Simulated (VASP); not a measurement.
Wanted: the native input for a VASP 6.6.1 run.

| Property | Result |
| --- | --- |
| Task | single point |
| Functional | PBE |
| Potentials or basis | VASP PAW PBE potentials, release 64 (Hf_pv, O) |
| Cutoff | 520 eV |
| k mesh | 6 × 6 × 6 |
| Occupations | gaussian, width 0.05 eV |
| Spin | no spin polarisation |
| Dipole correction | no |
| Further INCAR settings | ALGO = Normal; EDIFF = 1e-06; NBANDS = 56 |

The structure of HfO2 lies in POSCAR:

```
HfO2
1.0
    5.1609669430      0.0000000000     -0.0153267829
    0.0000000000      5.2121292720      0.0000000000
   -0.8814856344      0.0000000000      5.2788385307
Hf O
4 8
Direct
    0.2757060270      0.0428721187      0.2083809987
    0.7242939730      0.5428721187      0.2916190013
    0.7242939730      0.9571278813      0.7916190013
    0.2757060270      0.4571278813      0.7083809987
    0.4491264996      0.7572132002      0.4766617142
    0.5508735004      0.2572132002      0.0233382858
    0.5508735004      0.2427867998      0.5233382858
    0.4491264996      0.7427867998      0.9766617142
    0.0671574876      0.3286413847      0.3484600474
    0.9328425124      0.8286413847      0.1515399526
    0.9328425124      0.6713586153      0.6515399526
    0.0671574876      0.1713586153      0.8484600474
```

One way to write it, as run:

INCAR

```
ALGO     = Normal         # electronic algorithm
EDIFF    = 1E-6           # SCF threshold, eV
ENCUT    = 520            # plane-wave cutoff, eV
GGA      = PE             # functional
ISIF     = 2              # what is computed and relaxed
ISMEAR   = 0              # smearing method
LASPH    = True           # aspherical terms in the spheres
LCHARG   = True           # write CHGCAR
LELF     = True           # ELF
LREAL    = False          # projectors in reciprocal space
LVHAR    = True         
LWAVE    = False          # write WAVECAR
NBANDS   = 56             # bands
NELM     = 60             # most SCF steps
PREC     = Accurate       # precision mode
SIGMA    = 0.05           # smearing width, eV
```

KPOINTS

```
k-points
0
Gamma
  6 6 6
```

Potentials or basis: VASP PAW PBE potentials, release 64 (Hf_pv, O).

Run with:

```sh
$ cat potpaw_PBE.64/Hf_pv/POTCAR potpaw_PBE.64/O/POTCAR > POTCAR
$ mpirun -np 1 vasp_std > vasp.out
```

Results of the run:

* Pressure: -3.0 GPa
* Largest force: 0.078 eV/Å
* Band gap on the k mesh: 4.00 eV (least direct gap 4.08 eV)

Caveat: the cell stands under tension; spin-orbit coupling is left out, which moves the levels of the heavy elements.

Wall time 15 min on 1 thread of Intel Xeon 8259CL, with other jobs on the host, peak memory 0.56 GiB.
